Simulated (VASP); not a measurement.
Write the native input for VASP 6.6.1 that does the following.

```yaml
Task: single point
Functional: PBEsol
Potentials_or_basis: VASP PAW PBE potentials, release 64 (Sb)
Cutoff: 520 eV
k_mesh: 13 × 13 × 15
Occupations: fermi-dirac, width 0.03 eV
Spin: no spin polarisation
Dipole_correction: no
Further_INCAR_settings: ALGO = Normal; EDIFF = 1e-06; NBANDS = 8; ISYM = 0
```

The structure of Sb lies in POSCAR:

```
Sb
1.0
   -1.4999665176      1.4999665176      2.4717056237
    1.4999665176     -1.4999665176      2.4717056237
    1.4999665176      1.4999665176     -2.4717056237
Sb
1
Direct
    0.0000000000      0.0000000000      0.0000000000
```

The input as run:

INCAR

```
PREC = Accurate
ENCUT = 520
EDIFF = 1E-6
ISMEAR = -1
SIGMA = 0.03
LREAL = F
LASPH = T
NELM = 60
ALGO = Normal
ISIF = 2
LWAVE = F
LCHARG = T
GGA = PS
LELF = T
LVHAR = T
NBANDS = 8
ISYM = 0
```

KPOINTS

```
Automatic mesh
0
Gamma
  13 13 15
```

Potentials or basis: VASP PAW PBE potentials, release 64 (Sb).

Command:

```bash
$ cat potpaw_PBE.64/Sb/POTCAR > POTCAR
$ mpirun -np 1 vasp_std > vasp.out
```

It gave:

```yaml
Pressure: 16.7 GPa
Band_gap_on_the_k_mesh: zero (an odd number of electrons rules out a gap without spin polarisation)
```

Caveat: the cell stands under pressure; the PAW data sets were made with another functional, which shifts forces and pressure a little; spin-orbit coupling is left out, which moves the levels of the heavy elements.

Wall time 40 s on 1 thread of Intel(R) Xeon(R) 6975P-C (Granite Rapids), on a shared host, peak memory 0.33 GiB.
